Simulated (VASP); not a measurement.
# CaIrN2 (R-3m) in VASP: notebook

CaIrN2 is run at these levels: r2SCAN+U; tasks: single point.

Program: VASP 6.6.1. These are calculated values, not measurements. Logs are shortened: lines on timing, memory, paths and dates and some standing lists are left out, and cuts for length are marked.

### 1 The cell of the first run

The structure is trigonal, space group R-3m (No. 166). Conventional cell: a = 3.265 Å, b = 3.265 Å, c = 14.970 Å, α = 90.00°, β = 90.00°, γ = 120.00°. Within 2.8 Å of Ir (site symmetry -3m) lie 6 N at 2.13 Å. Within 3.3 Å of Ca (site symmetry -3m) lie 6 N at 2.42 Å and 6 Ir at 3.13 Å and 6 Ca at 3.27 Å. Within 2.8 Å of N (site symmetry 3m) lie 3 Ir at 2.13 Å and 3 Ca at 2.42 Å and 3 N at 2.72 Å.

### 2 Single point, r2SCAN+U

Contents of POSCAR:

```
CaIrN2
1.0
    1.6327282521      0.9426560958      4.9898419749
   -1.6327282521      0.9426560958      4.9898419749
    0.0000000000     -1.8853121917      4.9898419749
Ir Ca N
1 1 2
Direct
    0.5000000000      0.5000000000      0.5000000000
    0.0000000000      0.0000000000      0.0000000000
    0.2322398941      0.2322398941      0.2322398941
    0.7677601059      0.7677601059      0.7677601059
```

Contents of INCAR.step1:

```
SYSTEM = CaIrN2
PREC     = Accurate       ! precision mode
ENCUT    = 520            ! plane-wave cutoff, eV
ISMEAR   = -1             ! smearing method
SIGMA    = 0.05           ! smearing width, eV
LREAL    = .FALSE.        ! projectors in reciprocal space
LASPH    = .TRUE.         ! aspherical terms in the spheres
NELM     = 150            ! most SCF steps
LMAXMIX  = 4              ! l up to which the mixer works
LDAU     = .TRUE.         ! DFT+U
LDAUTYPE = 2            
LDAUL    = 2 -1 -1        ! shell
LDAUU    = 3 0 0          ! U, eV
LDAUJ    = 0 0 0        
NBANDS   = 22             ! bands
GGA      = PE             ! functional
ALGO     = Normal         ! electronic algorithm
EDIFF    = 1E-4           ! SCF threshold, eV
LWAVE    = .TRUE.         ! write WAVECAR
LCHARG   = .FALSE.        ! write CHGCAR
```

Contents of INCAR.step2:

```
SYSTEM = CaIrN2
PREC     = Accurate       ! precision mode
ENCUT    = 520            ! plane-wave cutoff, eV
EDIFF    = 1E-7           ! SCF threshold, eV
ISMEAR   = -1             ! smearing method
SIGMA    = 0.05           ! smearing width, eV
LREAL    = .FALSE.        ! projectors in reciprocal space
LASPH    = .TRUE.         ! aspherical terms in the spheres
NELM     = 150            ! most SCF steps
ALGO     = Normal         ! electronic algorithm
ISIF     = 2              ! what is computed and relaxed
LWAVE    = .FALSE.        ! write WAVECAR
LCHARG   = .TRUE.         ! write CHGCAR
LMAXMIX  = 4              ! l up to which the mixer works
LDAU     = .TRUE.         ! DFT+U
LDAUTYPE = 2            
LDAUL    = 2 -1 -1        ! shell
LDAUU    = 3 0 0          ! U, eV
LDAUJ    = 0 0 0        
LDAUPRINT= 1            
METAGGA  = R2SCAN         ! meta-GGA
LMIXTAU  = .TRUE.       
LELF     = .TRUE.         ! ELF
LVHAR    = .TRUE.       
NBANDS   = 22             ! bands
ISTART   = 1
```

Contents of KPOINTS:

```
Automatic mesh
0
G
  9 9 9
  0 0 0
```

Potentials or basis: VASP PAW PBE potentials, release 64 (Ir, Ca_sv, N).

Command:

```sh
$ cat potpaw_PBE.64/Ir/POTCAR potpaw_PBE.64/Ca_sv/POTCAR potpaw_PBE.64/N/POTCAR > POTCAR
$ cp INCAR.step1 INCAR
$ mpirun -np 1 vasp_std > vasp.out
$ cp INCAR.step2 INCAR
$ mpirun -np 1 vasp_std > vasp.out
```

OUTCAR:

```text
SYSTEM = CaIrN2
   PREC = Accurate
   ENCUT = 520
   EDIFF = 1E-7
   ISMEAR = -1
   LREAL = .FALSE.
   LASPH = .TRUE.
   NELM = 150
   ISIF = 2
   METAGGA = R2SCAN
   ISTART = 1

 ion  position               nearest neighbor table
   1  0.500  0.500  0.500-   3 2.13   4 2.13   3 2.13   3 2.13   4 2.13   4 2.13   2 3.13   2 3.13
                             2 3.13   2 3.13   2 3.13   2 3.13
   2  0.000  0.000  0.000-   4 2.42   3 2.42   4 2.42   4 2.42   3 2.42   3 2.42   1 3.13   1 3.13
                             1 3.13   1 3.13   1 3.13   1 3.13
   3  0.232  0.232  0.232-   1 2.13   1 2.13   1 2.13   2 2.42   2 2.42   2 2.42
   4  0.768  0.768  0.768-   1 2.13   1 2.13   1 2.13   2 2.42   2 2.42   2 2.42

  LATTYP: Found a trigonal (rhomboedric) cell.
 ALAT       =     5.3341283257
 COS(alpha) =     0.8126166961

  Lattice vectors:

 A1 = (   1.6327282521,   0.9426560958,   4.9898419749)
 A2 = (  -1.6327282521,   0.9426560958,   4.9898419749)
 A3 = (   0.0000000000,  -1.8853121917,   4.9898419749)

Analysis of symmetry for initial positions (statically):
=====================================================================
 Subroutine PRICEL returns:
 Original cell was already a primitive cell.

 Routine SETGRP: Setting up the symmetry group for a
 trigonal (rhombohedral) supercell.

 Subroutine GETGRP returns: Found 12 space group operations
 (whereof 12 operations were pure point group operations)
 out of a pool of 12 trial point group operations.

The static configuration has the point symmetry D_3d.

Analysis of symmetry for dynamics (positions and initial velocities):
=====================================================================
 Subroutine PRICEL returns:
 Original cell was already a primitive cell.

 Routine SETGRP: Setting up the symmetry group for a
 trigonal (rhombohedral) supercell.

 Subroutine GETGRP returns: Found 12 space group operations
 (whereof 12 operations were pure point group operations)
 out of a pool of 12 trial point group operations.

The dynamic configuration has the point symmetry D_3d.

 Subroutine INISYM returns: Found 12 space group operations
 (whereof 12 operations are pure point group operations),
 and found     1 'primitive' translations

----------------------------------------------------------------------------------------

                                     Primitive cell

  volume of cell :      46.0792

  direct lattice vectors                    reciprocal lattice vectors
     1.632728252  0.942656096  4.989841975     0.306235896  0.176805377  0.066802383
    -1.632728252  0.942656096  4.989841975    -0.306235896  0.176805377  0.066802383
     0.000000000 -1.885312192  4.989841975     0.000000000 -0.353610755  0.066802383

  length of vectors
     5.334128326  5.334128326  5.334128326     0.359865425  0.359865425  0.359865425

  position of ions in fractional coordinates (direct lattice)
     0.500000000  0.500000000  0.500000000
     0.000000000  0.000000000  0.000000000
     0.232239894  0.232239894  0.232239894
     0.767760106  0.767760106  0.767760106

  ion indices of the primitive-cell ions
   primitive index   ion index
                 1           1
                 2           2
                 3           3
                 4           4

----------------------------------------------------------------------------------------

 KPOINTS: Automatic mesh

Automatic generation of k-mesh.
 Grid dimensions read from file:
 generate k-points for:    9    9    9

 Generating k-lattice:

  Cartesian coordinates                     Fractional coordinates (reciprocal lattice)
[... 49 lines left out ...]
   NGXF,Y,Z  is equivalent  to a cutoff of  24.93, 24.93, 24.93 a.u.
 SYSTEM =  CaIrN2
   PREC   = accura    normal or accurate (medium, high low for compatibility)
   ISTART =      1    job   : 0-new  1-cont  2-samecut
   ICHARG =      0    charge: 1-file 2-atom 10-const
   ISPIN  =      1    spin polarized calculation?
   LNONCOLLINEAR =      F non collinear calculations
   LSORBIT =      F    spin-orbit coupling
   LASPH  =      T    aspherical Exc in radial PAW
   ENCUT  =  520.0 eV  38.22 Ry    6.18 a.u.   9.92  9.92  9.92*2*pi/ulx,y,z
   NELM   =    150;   NELMIN=  2; NELMDL=  0     # of ELM steps
   EDIFF  = 0.1E-06   stopping-criterion for ELM
   LREAL  =      F    real-space projection
   EDIFFG = 0.1E-05   stopping-criterion for IOM
   NSW    =      0    number of steps for IOM
   IBRION =     -1    ionic relax: 0-MD 1-quasi-New 2-CG
   NFREE  =      0    steps in history (QN), initial steepest desc. (CG)
   ISIF   =      2    stress and relaxation
   ISYM   =      2    0-nonsym 1-usesym 2-fastsym
   POTIM  = 0.5000    time-step for ionic-motion
   TEBEG  =    0.0;   TEEND  =   0.0 temperature during run
   PSTRESS=    0.0 pullay stress
   NELECT =      29.0000    total number of electrons
   NUPDOWN=      -1.0000    fix difference up-down
   EMIN   =  10.00;   EMAX   =-10.00  energy-range for DOS
   EFERMI =   0.00;   METHOD = LEGACY
   ISMEAR =    -1;   SIGMA  =   0.05  broadening in eV -4-tet -1-fermi 0-gaus
   EFERMI_NEDOS =   21; number of points for ismear=-14 and -15
   IALGO  =     38    algorithm
   IMIX   =      4    mixing-type and parameters
     AMIX     =   0.40;   BMIX     =  1.00
     AMIX_MAG =   1.60;   BMIX_MAG =  1.00
  volume/ion in A,a.u.               =      11.52        77.74
  Fermi-wavevector in a.u.,A,eV,Ry     =   1.402940  2.651172 26.779538  1.968241
  Thomas-Fermi vector in A             =   2.525652
   LORBIT       =      0    0 simple, 1 ext, 2 COOP (PROOUT), +10 PAW based schemes
 LDA+U is selected, type is set to LDAUTYPE =  2
   angular momentum for each species LDAUL =     2   -1   -1
   U (eV)           for each species LDAUU =   3.0  0.0  0.0
   J (eV)           for each species LDAUJ =   0.0  0.0  0.0
   METAGGA = R2SCAN    functional components
   LHFCALC =     F    Hartree Fock is set to
   AEXX    =    0.0000 exact exchange contribution
   IVDW    =     0    specifies the selected vdW correction
   LEPSILON=     F    determine dielectric tensor
   LRPA    =     F    only Hartree local field effects (RPA)
 non-spin polarized calculation
  energy-cutoff  :      520.00
  volume of cell :       46.08
 maximum number of plane-waves:      1262
   NGX = 19   NGY = 19   NGZ = 19

atom =   1  type =  1  l = 2

 onsite density matrix

spin component  1

  0.7204  0.0000  0.0000 -0.1769  0.0000
  0.0000  0.6690 -0.0000 -0.0000 -0.1769
  0.0000 -0.0000  0.8132 -0.0000 -0.0000
 -0.1769 -0.0000 -0.0000  0.6690 -0.0000
  0.0000 -0.1769 -0.0000 -0.0000  0.7204

spin component  2

  0.7204  0.0000  0.0000 -0.1769  0.0000
  0.0000  0.6690 -0.0000 -0.0000 -0.1769
  0.0000 -0.0000  0.8132 -0.0000 -0.0000
 -0.1769 -0.0000 -0.0000  0.6690 -0.0000
  0.0000 -0.1769 -0.0000 -0.0000  0.7204

 occupancies and eigenvectors

  o =  0.5159  v =  0.0000  0.7562  0.0000  0.0000  0.6543  0.0000  0.0000  0.0000  0.0000  0.0000      0.0000  0.0000  0.0000  0.0000  0.0000  0.0000  0.0000  0.0000  0.0000  0.0000
  o =  0.5159  v =  0.0000  0.0000  0.0000  0.0000  0.0000  0.0000  0.7562  0.0000  0.0000  0.6543      0.0000  0.0000  0.0000  0.0000  0.0000  0.0000  0.0000  0.0000  0.0000  0.0000
  o =  0.5159  v =  0.0000  0.0000  0.0000  0.0000  0.0000 -0.6543  0.0000  0.0000 -0.7562  0.0000      0.0000  0.0000  0.0000  0.0000  0.0000  0.0000  0.0000  0.0000  0.0000  0.0000
  o =  0.5159  v = -0.6543  0.0000  0.0000 -0.7562  0.0000  0.0000  0.0000  0.0000  0.0000  0.0000      0.0000  0.0000  0.0000  0.0000  0.0000  0.0000  0.0000  0.0000  0.0000  0.0000
  o =  0.8132  v =  0.0000 -0.0000  1.0000  0.0000  0.0000  0.0000  0.0000  0.0000  0.0000  0.0000      0.0000  0.0000  0.0000  0.0000  0.0000  0.0000  0.0000  0.0000  0.0000  0.0000
  o =  0.8132  v =  0.0000  0.0000  0.0000  0.0000  0.0000  0.0000 -0.0000  1.0000  0.0000  0.0000      0.0000  0.0000  0.0000  0.0000  0.0000  0.0000  0.0000  0.0000  0.0000  0.0000
  o =  0.8735  v =  0.0000 -0.6543 -0.0000 -0.0000  0.7562  0.0000  0.0000  0.0000  0.0000  0.0000      0.0000  0.0000  0.0000  0.0000  0.0000  0.0000  0.0000  0.0000  0.0000  0.0000
  o =  0.8735  v =  0.0000  0.0000  0.0000  0.0000  0.0000  0.0000 -0.6543 -0.0000 -0.0000  0.7562      0.0000  0.0000  0.0000  0.0000  0.0000  0.0000  0.0000  0.0000  0.0000  0.0000
  o =  0.8735  v = -0.7562 -0.0000 -0.0000  0.6543 -0.0000  0.0000  0.0000  0.0000  0.0000  0.0000      0.0000  0.0000  0.0000  0.0000  0.0000  0.0000  0.0000  0.0000  0.0000  0.0000
  o =  0.8735  v =  0.0000  0.0000  0.0000  0.0000  0.0000 -0.7562 -0.0000 -0.0000  0.6543 -0.0000      0.0000  0.0000  0.0000  0.0000  0.0000  0.0000  0.0000  0.0000  0.0000  0.0000

 number of electron      28.9999999 magnetization

 Free energy of the ion-electron system (eV)
  ---------------------------------------------------
  ext. energy  EPLUGINS =         0.00000000
  ---------------------------------------------------
  free energy    TOTEN  =       -76.36571033 eV

  energy without entropy =      -76.34377600  energy(sigma->0) =      -76.35474317

 E-fermi :   6.3536     XC(G=0): -13.0538

 val. band max:        6.3478026645   @ k =   0.4444   0.1111  -0.0000
 cond. band min:       6.3664138272   @ k =  -0.3333   0.4444   0.3333
 fundamental gap:      0.0186111627
 Fermi energy:         6.3536153080

 k-point     1 :       0.0000    0.0000    0.0000
  band No.  band energies     occupation
      1     -34.3572      2.00000
      2     -14.8611      2.00000
      3     -14.2621      2.00000
      4     -14.2621      2.00000
      5     -10.2272      2.00000
      6      -6.9745      2.00000
[... 589 lines left out ...]
     21      14.5655      0.00000
     22      15.4141      0.00000

 [... further k-points ...]

------------------------ aborting loop because EDIFF is reached ----------------------------------------

  FORCE on cell =-STRESS in cart. coord.  units (eV):
  Direction    XX          YY          ZZ          XY          YZ          ZX
  --------------------------------------------------------------------------------------
  -------------------------------------------------------------------------------------
  Total       -0.0439640     -0.0439640      0.2223767      0.0000000     -0.0000000      0.0000000
  in kB       -1.5286313     -1.5286313      7.7320506      0.0000000     -0.0000000      0.0000000
  external PRESSURE =       1.5582627 kB  Pullay stress =       0.0000000 kB

 VOLUME and BASIS-vectors are now :
 -----------------------------------------------------------------------------
  energy-cutoff  :      520.00
  volume of cell :       46.08
      direct lattice vectors                 reciprocal lattice vectors
     1.632728252  0.942656096  4.989841975     0.306235896  0.176805377  0.066802383
    -1.632728252  0.942656096  4.989841975    -0.306235896  0.176805377  0.066802383
     0.000000000 -1.885312192  4.989841975     0.000000000 -0.353610755  0.066802383

 POSITION                                       TOTAL-FORCE (eV/Angst)
 -----------------------------------------------------------------------------------
      0.00000     -0.00000      7.48476        -0.000000     -0.000000      0.000000
      0.00000      0.00000      0.00000         0.000000     -0.000000      0.000000
      0.00000     -0.00000      3.47652        -0.000000      0.000000     -0.056951
      0.00000     -0.00000     11.49300        -0.000000     -0.000000      0.056951
 -----------------------------------------------------------------------------------
    total drift:                               -0.000000      0.000000      0.000000

  FREE ENERGIE OF THE ION-ELECTRON SYSTEM (eV)
  ---------------------------------------------------
  free  energy   TOTEN  =       -76.3657103287 eV

  energy  without entropy=      -76.3437760019  energy(sigma->0) =      -76.35474317
```

It took 12 min on 1 thread of Intel Xeon Platinum 8259CL at 2.50GHz (Skylake/Cascade Lake), shared host; peak memory 0.32 GiB.

What came out:

```
Free energy            : -76.3657 eV
Pressure               : 0.2 GPa
Largest force          : 0.057 eV/Å
Band gap on the k mesh : zero (an odd number of electrons rules out a gap without spin polarisation)
```

Forces on the atoms (eV/Å):
```
Ir   0.000  0.000  0.000
Ca   0.000  0.000  0.000
N    0.000  0.000 -0.057
N    0.000  0.000  0.057
```

Levels at points of the mesh, in eV from the Fermi level:
```tsv
k point	band 13	band 14	band 15	band 16	band 17	band 18
(0.00, 0.00, 0.00)	-0.88	-0.52	-0.28	3.69	3.69	4.73
```

Eigenvalues of the final occupation matrices:
```
    site  spin  trace               eigenvalues
site 1 d     1   3.59  0.52 0.52 0.81 0.87 0.87
site 1 d     2   3.59  0.52 0.52 0.81 0.87 0.87
```

Caveat: the PAW data sets were made with another functional, which shifts forces and pressure a little; spin-orbit coupling is left out, which moves the levels of the heavy elements; an odd number of electrons without spin polarisation forces a metal; a magnetic or distorted state may lie lower; U without spin polarisation on a metal has little footing.

(Continued in part 2 of 2.)
